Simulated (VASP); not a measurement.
# GdN (P6_3/mmc) in VASP: single point with PBE

Aim: the single point of GdN with PBE.

Everything below comes from runs of VASP 6.6.1. Logs are shortened: lines on timing, memory, paths and dates and some standing lists are left out, and cuts for length are marked.

## (1) The cell of the first run

Symmetry: P6_3/mmc, No. 194, hexagonal system. Conventional cell: a = 4.082 Å, b = 4.082 Å, c = 5.015 Å, α = 90.00°, β = 90.00°, γ = 120.00°. Within 3.1 Å of Gd (site symmetry -6m2) lie 5 N at 2.36 to 2.51 Å. Within 3.1 Å of N (site symmetry -6m2) lie 5 Gd at 2.36 to 2.51 Å.

The cell was generated, and may not be a known phase.

## (2) Single point, PBE, collinear spin, antiferromagnetic start

Contents of INCAR:

```
SYSTEM = GdN
PREC = Accurate
ENCUT = 520
EDIFF = 1E-6
ISMEAR = 0
SIGMA = 0.02
LREAL = .False.
LASPH = .True.
NELM = 150
ALGO = Normal
ISIF = 2
LWAVE = .False.
LCHARG = .False.
ISPIN = 2
MAGMOM = 7.48 -7.48 0 0
LORBIT = 11
LMAXMIX = 6
GGA = PE
NBANDS = 35
```

Contents of KPOINTS:

```
Automatic mesh
0
Gamma
  12 12 6
  0 0 0
```

Contents of POSCAR:

```
GdN
1.0
    4.0815515830      0.0000000000      0.0000000000
   -2.0407757915      3.5347273577      0.0000000000
    0.0000000000      0.0000000000      5.0146154239
Gd N
2 2
Direct
    0.6666666667      0.3333333333      0.5000000000
    0.3333333333      0.6666666667      0.0000000000
    0.6666666667      0.3333333333      0.0000000000
    0.3333333333      0.6666666667      0.5000000000
```

Potentials or basis: VASP PAW PBE potentials, release 64 (Gd, N).

The run is started by

```console
cat potpaw_PBE.64/Gd/POTCAR potpaw_PBE.64/N/POTCAR > POTCAR
mpirun -np 1 vasp_std > vasp.out
```

OUTCAR:

```text
SYSTEM = GdN
   PREC = Accurate
   ENCUT = 520
   EDIFF = 1E-6
   ISMEAR = 0
   LREAL = .False.
   LASPH = .True.
   NELM = 150
   ISIF = 2
   ISPIN = 2
   LORBIT = 11
   GGA = PE

 ion  position               nearest neighbor table
   1  0.667  0.333  0.500-   4 2.36   4 2.36   4 2.36   3 2.51   3 2.51   2 3.44   2 3.44   2 3.44
                             2 3.44   2 3.44   2 3.44
   2  0.333  0.667  0.000-   3 2.36   3 2.36   3 2.36   4 2.51   4 2.51   1 3.44   1 3.44   1 3.44
                             1 3.44   1 3.44   1 3.44
   3  0.667  0.333  0.000-   2 2.36   2 2.36   2 2.36   1 2.51   1 2.51
   4  0.333  0.667  0.500-   1 2.36   1 2.36   1 2.36   2 2.51   2 2.51

  LATTYP: Found a hexagonal cell.
 ALAT       =     4.0815515830
 C/A-ratio  =     1.2286051816

  Lattice vectors:

 A1 = (   4.0815515830,   0.0000000000,   0.0000000000)
 A2 = (  -2.0407757915,   3.5347273577,   0.0000000000)
 A3 = (   0.0000000000,   0.0000000000,   5.0146154239)

Analysis of symmetry for initial positions (statically):
=====================================================================
 Subroutine PRICEL returns:
 Original cell was already a primitive cell.

 Routine SETGRP: Setting up the symmetry group for a
 hexagonal supercell.

 Subroutine GETGRP returns: Found 24 space group operations
 (whereof 12 operations were pure point group operations)
 out of a pool of 24 trial point group operations.

The static configuration has the point symmetry D_3h.
 The point group associated with its full space group is D_6h.

Analysis of symmetry for dynamics (positions and initial velocities):
=====================================================================
 Subroutine PRICEL returns:
 Original cell was already a primitive cell.

 Routine SETGRP: Setting up the symmetry group for a
 hexagonal supercell.

 Subroutine GETGRP returns: Found 24 space group operations
 (whereof 12 operations were pure point group operations)
 out of a pool of 24 trial point group operations.

The dynamic configuration has the point symmetry D_3h.
 The point group associated with its full space group is D_6h.

Analysis of structural, dynamic, and magnetic symmetry:
=====================================================================
 Subroutine PRICEL returns:
 Original cell was already a primitive cell.

 Routine SETGRP: Setting up the symmetry group for a
 hexagonal supercell.

 Subroutine GETGRP returns: Found 24 space group operations
 (whereof 12 operations were pure point group operations)
 out of a pool of 24 trial point group operations.

The overall configuration has the point symmetry D_3h.
 The point group associated with its full space group is D_6h.

 Subroutine INISYM returns: Found 24 space group operations
 (whereof 12 operations are pure point group operations),
 and found     1 'primitive' translations

----------------------------------------------------------------------------------------

                                     Primitive cell

  volume of cell :      72.3467

  direct lattice vectors                    reciprocal lattice vectors
     4.081551583  0.000000000  0.000000000     0.245004866  0.141453626  0.000000000
    -2.040775792  3.534727358  0.000000000     0.000000000  0.282907251  0.000000000
     0.000000000  0.000000000  5.014615424     0.000000000  0.000000000  0.199417087

  length of vectors
     4.081551583  4.081551583  5.014615424     0.282907251  0.282907251  0.199417087

  position of ions in fractional coordinates (direct lattice)
     0.666666667  0.333333333  0.500000000
     0.333333333  0.666666667  0.000000000
     0.666666667  0.333333333  0.000000000
     0.333333333  0.666666667  0.500000000

  ion indices of the primitive-cell ions
   primitive index   ion index
                 1           1
                 2           2
                 3           3
                 4           4

----------------------------------------------------------------------------------------

 KPOINTS: Automatic mesh

Automatic generation of k-mesh.
 Grid dimensions read from file:
 generate k-points for:   12   12    6

 Generating k-lattice:

  Cartesian coordinates                     Fractional coordinates (reciprocal lattice)
     0.020417072  0.011787802  0.000000000     0.083333333  0.000000000  0.000000000
     0.000000000  0.023575604  0.000000000     0.000000000  0.083333333  0.000000000
     0.000000000  0.000000000  0.033236181     0.000000000  0.000000000  0.166666667

  Length of vectors
     0.023575604  0.023575604  0.033236181

  Shift w.r.t. Gamma in fractional coordinates (k-lattice)
     0.000000000  0.000000000  0.000000000

 Subroutine IBZKPT returns following result:
 ===========================================

 Found     76 irreducible k-points:

 Following reciprocal coordinates:
            Coordinates               Weight
  0.000000  0.000000  0.000000      1.000000
  0.083333 -0.000000  0.000000      6.000000
  0.166667  0.000000  0.000000      6.000000
  0.250000 -0.000000  0.000000      6.000000
  0.333333  0.000000  0.000000      6.000000
  0.416667  0.000000  0.000000      6.000000
[... 16 lines left out ...]
  0.250000 -0.000000  0.166667     12.000000
  0.333333  0.000000  0.166667     12.000000
 [... further k-points ...]
   k-points           NKPTS =     76   k-points in BZ     NKDIM =     76   number of bands    NBANDS=     35
   number of dos      NEDOS =    301   number of ions     NIONS =      4
   total plane-waves  NPLWV =  36000
   dimension x,y,z NGX =    30 NGY =   30 NGZ =   40
   dimension x,y,z NGXF=    60 NGYF=   60 NGZF=   80
   ions per type =               2   2
   NGX,Y,Z   is equivalent  to a cutoff of  12.22, 12.22, 13.26 a.u.
   NGXF,Y,Z  is equivalent  to a cutoff of  24.44, 24.44, 26.52 a.u.
 SYSTEM =  GdN
   PREC   = accura    normal or accurate (medium, high low for compatibility)
   ISTART =      0    job   : 0-new  1-cont  2-samecut
   ICHARG =      2    charge: 1-file 2-atom 10-const
   ISPIN  =      2    spin polarized calculation?
   LNONCOLLINEAR =      F non collinear calculations
   LSORBIT =      F    spin-orbit coupling
   LASPH  =      T    aspherical Exc in radial PAW
   ENCUT  =  520.0 eV  38.22 Ry    6.18 a.u.   7.59  7.59  9.32*2*pi/ulx,y,z
   NELM   =    150;   NELMIN=  2; NELMDL= -5     # of ELM steps
   EDIFF  = 0.1E-05   stopping-criterion for ELM
   LREAL  =      F    real-space projection
   EDIFFG = 0.1E-04   stopping-criterion for IOM
   NSW    =      0    number of steps for IOM
   IBRION =     -1    ionic relax: 0-MD 1-quasi-New 2-CG
   NFREE  =      0    steps in history (QN), initial steepest desc. (CG)
   ISIF   =      2    stress and relaxation
   ISYM   =      2    0-nonsym 1-usesym 2-fastsym
   POTIM  = 0.5000    time-step for ionic-motion
   TEBEG  =    0.0;   TEEND  =   0.0 temperature during run
   PSTRESS=    0.0 pullay stress
   NELECT =      46.0000    total number of electrons
   NUPDOWN=      -1.0000    fix difference up-down
   EMIN   =  10.00;   EMAX   =-10.00  energy-range for DOS
   EFERMI =   0.00;   METHOD = LEGACY
   ISMEAR =     0;   SIGMA  =   0.02  broadening in eV -4-tet -1-fermi 0-gaus
   EFERMI_NEDOS =   21; number of points for ismear=-14 and -15
   IALGO  =     38    algorithm
   IMIX   =      4    mixing-type and parameters
     AMIX     =   0.40;   BMIX     =  1.00
     AMIX_MAG =   1.60;   BMIX_MAG =  1.00
  volume/ion in A,a.u.               =      18.09       122.05
  Fermi-wavevector in a.u.,A,eV,Ry     =   1.407736  2.660235 26.962939  1.981720
  Thomas-Fermi vector in A             =   2.529965
   LORBIT       =     11    0 simple, 1 ext, 2 COOP (PROOUT), +10 PAW based schemes
   GGA     = PE    functional components
   LHFCALC =     F    Hartree Fock is set to
   AEXX    =    0.0000 exact exchange contribution
   IVDW    =     0    specifies the selected vdW correction
   LEPSILON=     F    determine dielectric tensor
   LRPA    =     F    only Hartree local field effects (RPA)
 spin polarized calculation
 Gauss-broadening in eV      SIGMA  =   0.02
  energy-cutoff  :      520.00
  volume of cell :       72.35
 maximum number of plane-waves:      2010
   NGX = 15   NGY = 15   NGZ = 19

 number of electron      45.9999979 magnetization      -0.0000000

 number of electron      45.9999979 magnetization       0.0000000

 Free energy of the ion-electron system (eV)
  ---------------------------------------------------
  ext. energy  EPLUGINS =         0.00000000
  ---------------------------------------------------
  free energy    TOTEN  =       -46.11263498 eV

  energy without entropy =      -46.11263498  energy(sigma->0) =      -46.11263498

 E-fermi :   2.7342     XC(G=0): -10.5301

 val. band max:        2.5893080416   @ k =   0.0000   0.0000   0.0000
 cond. band min:       3.3481588771   @ k =   0.3333   0.3333   0.0000
 fundamental gap:      0.7588508355
 Fermi energy:         2.7341631597

 spin component 1

 k-point     1 :       0.0000    0.0000    0.0000
  band No.  band energies     occupation
      1     -40.7685      1.00000
      2     -37.6649      1.00000
      3     -18.3485      1.00000
      4     -18.1642      1.00000
      5     -18.1642      1.00000
      6     -16.0274      1.00000
[... 27 lines left out ...]
     34       7.8169      0.00000
     35       9.2157      0.00000

 k-point     2 :       0.0833   -0.0000    0.0000
  band No.  band energies     occupation
      1     -40.7677      1.00000
      2     -37.6640      1.00000
      3     -18.3419      1.00000
      4     -18.1890      1.00000
      5     -18.1692      1.00000
      6     -16.0326      1.00000
[... 27 lines left out ...]
     34       7.8832      0.00000
     35       9.0182      0.00000
[... 796 lines left out ...]
     34       8.6423      0.00000
     35       8.8428      0.00000

 k-point    24 :       0.3333    0.0000    0.1667
  band No.  band energies     occupation
      1     -40.7594      1.00000
      2     -37.6547      1.00000
      3     -18.4500      1.00000
      4     -18.2973      1.00000
      5     -18.2149      1.00000
      6     -16.3797      1.00000
[... 27 lines left out ...]
     34       8.8153      0.00000
     35       9.0379      0.00000

 [... further k-points ...]

 spin component 2

 k-point     1 :       0.0000    0.0000    0.0000
  band No.  band energies     occupation
      1     -40.7685      1.00000
      2     -37.6649      1.00000
      3     -18.3485      1.00000
      4     -18.1642      1.00000
      5     -18.1642      1.00000
      6     -16.0274      1.00000
[... 27 lines left out ...]
     34       7.8169      0.00000
     35       9.2074      0.00000

 k-point     2 :       0.0833   -0.0000    0.0000
  band No.  band energies     occupation
      1     -40.7677      1.00000
      2     -37.6640      1.00000
      3     -18.3419      1.00000
      4     -18.1890      1.00000
      5     -18.1692      1.00000
      6     -16.0326      1.00000
[... 27 lines left out ...]
     34       7.8832      0.00000
     35       9.0182      0.00000
[... 796 lines left out ...]
     34       8.6423      0.00000
     35       8.8428      0.00000

 k-point    24 :       0.3333    0.0000    0.1667
  band No.  band energies     occupation
      1     -40.7594      1.00000
      2     -37.6547      1.00000
      3     -18.4500      1.00000
      4     -18.2973      1.00000
      5     -18.2149      1.00000
      6     -16.3797      1.00000
[... 27 lines left out ...]
     34       8.8153      0.00000
     35       9.0357      0.00000

 [... further k-points ...]
[... 5 lines left out ...]
  --------------------------------------------------------------------------------------
  -------------------------------------------------------------------------------------
  Total        0.0482500      0.0482500      0.0171945     -0.0000000      0.0000000     -0.0000000
  in kB        1.0685358      1.0685358      0.3807868     -0.0000000      0.0000000     -0.0000000
  external PRESSURE =       0.8392861 kB  Pullay stress =       0.0000000 kB

 VOLUME and BASIS-vectors are now :
 -----------------------------------------------------------------------------
  energy-cutoff  :      520.00
  volume of cell :       72.35
      direct lattice vectors                 reciprocal lattice vectors
     4.081551583  0.000000000  0.000000000     0.245004866  0.141453626  0.000000000
    -2.040775792  3.534727358  0.000000000     0.000000000  0.282907251  0.000000000
     0.000000000  0.000000000  5.014615424     0.000000000  0.000000000  0.199417087

 POSITION                                       TOTAL-FORCE (eV/Angst)
 -----------------------------------------------------------------------------------
      2.04078      1.17824      2.50731        -0.000000      0.000000      0.000000
     -0.00000      2.35648      0.00000         0.000000      0.000000      0.000000
      2.04078      1.17824      0.00000         0.000000      0.000000      0.000000
     -0.00000      2.35648      2.50731        -0.000000      0.000000      0.000000
 -----------------------------------------------------------------------------------
    total drift:                               -0.000000      0.000000     -0.000000

  FREE ENERGIE OF THE ION-ELECTRON SYSTEM (eV)
  ---------------------------------------------------
  free  energy   TOTEN  =       -46.1126349837 eV

  energy  without entropy=      -46.1126349837  energy(sigma->0) =      -46.11263498

 total charge

# of ion       s       p       d       f       tot
--------------------------------------------------
    1        2.037   5.654   0.549   7.006  15.246
    2        2.037   5.654   0.549   7.006  15.246
    3        1.253   2.401   0.000   0.000   3.654
    4        1.253   2.401   0.000   0.000   3.654
--------------------------------------------------
tot          6.581  16.110   1.099  14.011  37.800

 magnetization (x)

# of ion       s       p       d       f       tot
--------------------------------------------------
    1       -0.003  -0.083   0.048   6.807   6.768
    2        0.003   0.083  -0.048  -6.807  -6.768
    3        0.003   0.018   0.000   0.000   0.021
    4       -0.003  -0.018   0.000   0.000  -0.021
--------------------------------------------------
tot          0.000   0.000   0.000   0.000   0.000
```

Wall time 70 min (1 thread of Intel Xeon 8259CL, shared host); peak memory 0.41 GiB.

What came out:

```yaml
Free_energy: -46.1126 eV
Pressure: 0.1 GPa
Band_gap_on_the_k_mesh: 0.76 eV (least direct gap 0.82 eV)
Net_moment: 0.00 μB per cell
Site_moments: Gd +6.77, -6.77; N +0.02, -0.02 μB
Valence_electrons_inside_the_program's_atomic_spheres: Gd 15.25; N 3.65
```

Levels at points of the mesh, in eV from the valence-band top:
Spin up:
| k point | band 19 | band 20 | band 21 | band 22 | band 23 | band 24 | band 25 | band 26 | band 27 | band 28 |
| --- | --- | --- | --- | --- | --- | --- | --- | --- | --- | --- |
| (0.00, 0.00, 0.00) | -2.04 | -1.70 | -1.70 | -0.74 | 0.00 | 1.52 | 2.14 | 2.14 | 2.47 | 2.51 |
| (0.50, 0.00, 0.00) | -1.37 | -1.01 | -0.83 | -0.65 | -0.46 | 1.98 | 2.02 | 2.14 | 2.45 | 2.48 |
| (0.00, 0.00, 0.50) | -2.23 | -2.23 | -2.12 | -2.12 | -1.92 | 2.06 | 2.34 | 2.34 | 2.35 | 2.35 |
| (0.50, 0.00, 0.50) | -2.71 | -1.68 | -1.58 | -0.93 | -0.78 | 2.27 | 2.27 | 2.29 | 2.36 | 2.39 |
Spin down:
```tsv
k point	band 20	band 21	band 22	band 23	band 24	band 25	band 26	band 27
(0.00, 0.00, 0.00)	-1.70	-1.70	-0.74	0.00	1.52	2.14	2.14	2.47
(0.50, 0.00, 0.00)	-1.01	-0.83	-0.65	-0.46	1.98	2.02	2.14	2.45
(0.00, 0.00, 0.50)	-2.23	-2.12	-2.12	-1.92	2.06	2.34	2.34	2.35
(0.50, 0.00, 0.50)	-1.68	-1.58	-0.93	-0.78	2.27	2.27	2.29	2.36
```

Caveat: the antiferromagnetic order is the one typed at the start, and another may lie lower; semilocal functionals underestimate gaps, and a narrow one can read as zero; spin-orbit coupling is left out, which moves the levels of the heavy elements; semilocal functionals describe open f shells poorly, which spoils levels, moments and volumes.
